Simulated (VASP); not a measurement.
# Cu (Fm-3m) in VASP: further runs

Runs on Cu. Level: r2SCAN. Tasks: single point, relaxation of cell and atoms.

All numbers are computed with VASP 6.6.1; they aren't measurements. Logs are shortened: lines on timing, memory, paths and dates and some standing lists are left out, and cuts for length are marked.

### Step 1. The cell of the first run

The structure is cubic, space group Fm-3m (No. 225). The conventional cell has a = 3.650 Å, b = 3.650 Å, c = 3.650 Å, α = 90.00°, β = 90.00°, γ = 90.00°. Within 3.4 Å of Cu (site symmetry m-3m) lie 12 Cu at 2.58 Å.

### Step 2. Single point, r2SCAN

Contents of POSCAR:

```
Cu
1.0
    0.0000000000      1.8250000000      1.8250000000
    1.8250000000      0.0000000000      1.8250000000
    1.8250000000      1.8250000000      0.0000000000
Cu
1
Direct
    0.0000000000      0.0000000000      0.0000000000
```

Contents of INCAR.step1:

```
ALGO = Normal ; EDIFF = 1E-4
ENCUT = 520 ; GGA = PE
ISMEAR = 0 ; LASPH = T
LCHARG = F ; LREAL = F
LWAVE = T ; NBANDS = 12
NELM = 80 ; PREC = Accurate
SIGMA = 0.1
```

Contents of INCAR.step2:

```
ALGO = Normal ; EDIFF = 1E-7
ENCUT = 520 ; ISIF = 2
ISMEAR = 0 ; ISTART = 1
LASPH = T ; LCHARG = F
LMIXTAU = T ; LREAL = F
LWAVE = F ; METAGGA = R2SCAN
NBANDS = 12 ; NELM = 80
PREC = Accurate ; SIGMA = 0.1
```

Contents of KPOINTS:

```
k-points
0
Gamma
  8 8 8
```

Potentials or basis: VASP PAW PBE potentials, release 64 (Cu).

Launch:

```sh
cat potpaw_PBE.64/Cu/POTCAR > POTCAR
cp INCAR.step1 INCAR
mpirun -np 1 vasp_std > vasp.out
cp INCAR.step2 INCAR
mpirun -np 1 vasp_std > vasp.out
```

OUTCAR:

```text
EDIFF = 1E-7
   ENCUT = 520
   ISIF = 2
   ISMEAR = 0
   ISTART = 1
   LASPH = T
   LREAL = F
   METAGGA = R2SCAN
   NELM = 80
   PREC = Accurate

 ion  position               nearest neighbor table
   1  0.000  0.000  0.000-

  LATTYP: Found a face centered cubic cell.
 ALAT       =     3.6500000000

  Lattice vectors:

 A1 = (   0.0000000000,   1.8250000000,   1.8250000000)
 A2 = (   1.8250000000,   0.0000000000,   1.8250000000)
 A3 = (   1.8250000000,   1.8250000000,   0.0000000000)

Analysis of symmetry for initial positions (statically):
=====================================================================
 Subroutine PRICEL returns:
 Original cell was already a primitive cell.

 Routine SETGRP: Setting up the symmetry group for a
 face centered cubic supercell.

 Subroutine GETGRP returns: Found 48 space group operations
 (whereof 48 operations were pure point group operations)
 out of a pool of 48 trial point group operations.

The static configuration has the point symmetry O_h .

Analysis of symmetry for dynamics (positions and initial velocities):
=====================================================================
 Subroutine PRICEL returns:
 Original cell was already a primitive cell.

 Routine SETGRP: Setting up the symmetry group for a
 face centered cubic supercell.

 Subroutine GETGRP returns: Found 48 space group operations
 (whereof 48 operations were pure point group operations)
 out of a pool of 48 trial point group operations.

The dynamic configuration has the point symmetry O_h .

 Subroutine INISYM returns: Found 48 space group operations
 (whereof 48 operations are pure point group operations),
 and found     1 'primitive' translations

----------------------------------------------------------------------------------------

                                     Primitive cell

  volume of cell :      12.1568

  direct lattice vectors                    reciprocal lattice vectors
     0.000000000  1.825000000  1.825000000    -0.273972603  0.273972603  0.273972603
     1.825000000  0.000000000  1.825000000     0.273972603 -0.273972603  0.273972603
     1.825000000  1.825000000  0.000000000     0.273972603  0.273972603 -0.273972603

  length of vectors
     2.580939751  2.580939751  2.580939751     0.474534468  0.474534468  0.474534468

  position of ions in fractional coordinates (direct lattice)
     0.000000000  0.000000000  0.000000000

  ion indices of the primitive-cell ions
   primitive index   ion index
                 1           1

----------------------------------------------------------------------------------------

 KPOINTS: k-points

Automatic generation of k-mesh.
 Grid dimensions read from file:
 generate k-points for:    8    8    8

 Generating k-lattice:

  Cartesian coordinates                     Fractional coordinates (reciprocal lattice)
    -0.034246575  0.034246575  0.034246575     0.125000000  0.000000000  0.000000000
     0.034246575 -0.034246575  0.034246575     0.000000000  0.125000000  0.000000000
     0.034246575  0.034246575 -0.034246575     0.000000000  0.000000000  0.125000000

  Length of vectors
     0.059316808  0.059316808  0.059316808

  Shift w.r.t. Gamma in fractional coordinates (k-lattice)
     0.000000000  0.000000000  0.000000000

 Subroutine IBZKPT returns following result:
 ===========================================

 Found     29 irreducible k-points:

 Following reciprocal coordinates:
            Coordinates               Weight
  0.000000  0.000000  0.000000      1.000000
  0.125000  0.000000  0.000000      8.000000
  0.250000  0.000000  0.000000      8.000000
  0.375000  0.000000  0.000000      8.000000
  0.500000  0.000000  0.000000      4.000000
  0.125000  0.125000  0.000000      6.000000
[... 16 lines left out ...]
  0.500000  0.250000  0.125000     48.000000
 -0.375000  0.250000  0.125000     24.000000
 [... further k-points ...]
   k-points           NKPTS =     29   k-points in BZ     NKDIM =     29   number of bands    NBANDS=     12
   number of dos      NEDOS =    301   number of ions     NIONS =      1
   total plane-waves  NPLWV =   8000
   dimension x,y,z NGX =    20 NGY =   20 NGZ =   20
   dimension x,y,z NGXF=    40 NGYF=   40 NGZF=   40
   ions per type =               1
   NGX,Y,Z   is equivalent  to a cutoff of  12.88, 12.88, 12.88 a.u.
   NGXF,Y,Z  is equivalent  to a cutoff of  25.77, 25.77, 25.77 a.u.
 SYSTEM =  unknown system
   PREC   = accura    normal or accurate (medium, high low for compatibility)
   ISTART =      1    job   : 0-new  1-cont  2-samecut
   ICHARG =      0    charge: 1-file 2-atom 10-const
   ISPIN  =      1    spin polarized calculation?
   LNONCOLLINEAR =      F non collinear calculations
   LSORBIT =      F    spin-orbit coupling
   LASPH  =      T    aspherical Exc in radial PAW
   ENCUT  =  520.0 eV  38.22 Ry    6.18 a.u.   4.80  4.80  4.80*2*pi/ulx,y,z
   NELM   =     80;   NELMIN=  2; NELMDL=  0     # of ELM steps
   EDIFF  = 0.1E-06   stopping-criterion for ELM
   LREAL  =      F    real-space projection
   EDIFFG = 0.1E-05   stopping-criterion for IOM
   NSW    =      0    number of steps for IOM
   IBRION =     -1    ionic relax: 0-MD 1-quasi-New 2-CG
   NFREE  =      0    steps in history (QN), initial steepest desc. (CG)
   ISIF   =      2    stress and relaxation
   ISYM   =      2    0-nonsym 1-usesym 2-fastsym
   POTIM  = 0.5000    time-step for ionic-motion
   TEBEG  =    0.0;   TEEND  =   0.0 temperature during run
   PSTRESS=    0.0 pullay stress
   NELECT =      11.0000    total number of electrons
   NUPDOWN=      -1.0000    fix difference up-down
   EMIN   =  10.00;   EMAX   =-10.00  energy-range for DOS
   EFERMI =   0.00;   METHOD = LEGACY
   ISMEAR =     0;   SIGMA  =   0.10  broadening in eV -4-tet -1-fermi 0-gaus
   EFERMI_NEDOS =   21; number of points for ismear=-14 and -15
   IALGO  =     38    algorithm
   IMIX   =      4    mixing-type and parameters
     AMIX     =   0.40;   BMIX     =  1.00
     AMIX_MAG =   1.60;   BMIX_MAG =  1.00
  volume/ion in A,a.u.               =      12.16        82.04
  Fermi-wavevector in a.u.,A,eV,Ry     =   1.583432  2.992253 34.113318  2.507258
  Thomas-Fermi vector in A             =   2.683204
   LORBIT       =      0    0 simple, 1 ext, 2 COOP (PROOUT), +10 PAW based schemes
   METAGGA = R2SCAN    functional components
   LHFCALC =     F    Hartree Fock is set to
   AEXX    =    0.0000 exact exchange contribution
   IVDW    =     0    specifies the selected vdW correction
   LEPSILON=     F    determine dielectric tensor
   LRPA    =     F    only Hartree local field effects (RPA)
 non-spin polarized calculation
 Gauss-broadening in eV      SIGMA  =   0.10
  energy-cutoff  :      520.00
  volume of cell :       12.16
 maximum number of plane-waves:       342
   NGX =  9   NGY =  9   NGZ =  9

 number of electron      10.9999992 magnetization

 Free energy of the ion-electron system (eV)
  ---------------------------------------------------
  ext. energy  EPLUGINS =         0.00000000
  ---------------------------------------------------
  free energy    TOTEN  =       -10.77993663 eV

  energy without entropy =      -10.77688369  energy(sigma->0) =      -10.77841016

 E-fermi :   6.9568     XC(G=0): -13.5472

 val. band max:        6.8822698855   @ k =   0.5000   0.2500   0.1250
 cond. band min:       7.1869540462   @ k =   0.5000   0.1250   0.0000
 fundamental gap:      0.3046841607
 Fermi energy:         6.9567632080

 k-point     1 :       0.0000    0.0000    0.0000
  band No.  band energies     occupation
      1      -2.3894      2.00000
      2       4.0144      2.00000
      3       4.0145      2.00000
      4       4.0145      2.00000
      5       4.7931      2.00000
      6       4.7931      2.00000
      7      30.1918      0.00000
      8      32.9903      0.00000
      9      32.9903      0.00000
     10      32.9906      0.00000
     11      35.3589      0.00000
     12      35.3590      0.00000

 k-point     2 :       0.1250    0.0000    0.0000
  band No.  band energies     occupation
      1      -1.8161      2.00000
      2       3.9059      2.00000
      3       4.1050      2.00000
      4       4.1051      2.00000
      5       4.7655      2.00000
      6       4.7655      2.00000
      7      26.3010      0.00000
      8      30.8661      0.00000
      9      31.6976      0.00000
     10      31.6978      0.00000
     11      37.3898      0.00000
     12      37.3900      0.00000

 k-point     3 :       0.2500    0.0000    0.0000
  band No.  band energies     occupation
      1      -0.2246      2.00000
      2       3.7638      2.00000
      3       4.1601      2.00000
      4       4.1603      2.00000
      5       4.8799      2.00000
      6       4.8801      2.00000
      7      19.7859      0.00000
      8      30.1008      0.00000
      9      30.4407      0.00000
     10      30.4407      0.00000
     11      36.2254      0.00000
     12      36.2255      0.00000

 k-point     4 :       0.3750    0.0000    0.0000
  band No.  band energies     occupation
      1       1.5329      2.00000
      2       4.0386      2.00000
      3       4.0388      2.00000
      4       4.4411      2.00000
      5       5.1979      2.00000
      6       5.1981      2.00000
      7      14.1003      0.00000
      8      29.1354      0.00000
      9      29.8433      0.00000
     10      29.8434      0.00000
     11      33.6695      0.00000
     12      33.6697      0.00000

 k-point     5 :       0.5000    0.0000    0.0000
  band No.  band energies     occupation
      1       1.9895      2.00000
      2       3.9702      2.00000
      3       3.9704      2.00000
      4       5.3562      2.00000
      5       5.3564      2.00000
      6       6.0937      2.00000
      7      10.8798      0.00000
      8      28.7148      0.00000
      9      29.7239      0.00000
     10      29.7242      0.00000
     11      32.6840      0.00000
     12      32.6844      0.00000
[... 228 lines left out ...]
      1       2.1718      2.00000
      2       2.6330      2.00000
      3       5.3245      2.00000
      4       5.5037      2.00000
      5       5.5038      2.00000
      6       8.6606      0.00000
      7      14.2855      0.00000
      8      20.5788      0.00000
      9      20.5789      0.00000
     10      24.8680      0.00000
     11      27.7077      0.00000
     12      50.1463      0.00000

 k-point    22 :       0.3750    0.2500    0.1250
  band No.  band energies     occupation
      1       1.0296      2.00000
      2       3.3826      2.00000
      3       3.9942      2.00000
      4       4.6662      2.00000
      5       4.6904      2.00000
      6       5.4845      2.00000
      7      20.6592      0.00000
      8      21.4150      0.00000
      9      26.7692      0.00000
     10      31.3911      0.00000
     11      33.4082      0.00000
     12      38.1382      0.00000

 k-point    23 :       0.5000    0.2500    0.1250
  band No.  band energies     occupation
      1       2.4323      2.00000
      2       3.4285      2.00000
      3       3.7383      2.00000
      4       4.5343      2.00000
      5       5.1358      2.00000
      6       6.8823      1.70789
      7      15.2439      0.00000
      8      20.8516      0.00000
      9      23.8220      0.00000
     10      31.5265      0.00000
     11      35.1100      0.00000
     12      38.9138      0.00000

 k-point    24 :      -0.3750    0.2500    0.1250
  band No.  band energies     occupation
      1       2.7444      2.00000
      2       3.4144      2.00000
      3       3.9430      2.00000
      4       4.4336      2.00000
      5       5.3061      2.00000
      6       9.2021      0.00000
      7      11.4142      0.00000
      8      21.5535      0.00000
      9      22.0170      0.00000
     10      31.2541      0.00000
     11      34.9301      0.00000
     12      42.6700      0.00000

 [... further k-points ...]
[... 5 lines left out ...]
  --------------------------------------------------------------------------------------
  -------------------------------------------------------------------------------------
  Total       -0.5423311     -0.5423311     -0.5423311     -0.0000000     -0.0000000      0.0000000
  in kB      -71.4753862    -71.4753862    -71.4753862     -0.0000000     -0.0000000      0.0000000
  external PRESSURE =     -71.4753862 kB  Pullay stress =       0.0000000 kB

 VOLUME and BASIS-vectors are now :
 -----------------------------------------------------------------------------
  energy-cutoff  :      520.00
  volume of cell :       12.16
      direct lattice vectors                 reciprocal lattice vectors
     0.000000000  1.825000000  1.825000000    -0.273972603  0.273972603  0.273972603
     1.825000000  0.000000000  1.825000000     0.273972603 -0.273972603  0.273972603
     1.825000000  1.825000000  0.000000000     0.273972603  0.273972603 -0.273972603

 POSITION                                       TOTAL-FORCE (eV/Angst)
 -----------------------------------------------------------------------------------
      0.00000      0.00000      0.00000        -0.000000      0.000000      0.000000
 -----------------------------------------------------------------------------------
    total drift:                                0.000000      0.000000      0.000000

  FREE ENERGIE OF THE ION-ELECTRON SYSTEM (eV)
  ---------------------------------------------------
  free  energy   TOTEN  =       -10.7799366267 eV

  energy  without entropy=      -10.7768836945  energy(sigma->0) =      -10.77841016
```

It took 49 s on 1 thread of Intel Xeon 8259CL, shared host; peak memory 0.13 GiB.

What came out:

```
Free energy            : -10.7799 eV
Pressure               : -7.1 GPa
Band gap on the k mesh : zero (an odd number of electrons rules out a gap without spin polarisation)
```

Caveat: the k points lie up to 0.37 Å⁻¹ apart, too coarse for converged energies and pressures of a metal; the PAW data sets were made with another functional, which shifts forces and pressure a little.

(Continued in part 2 of 2.)
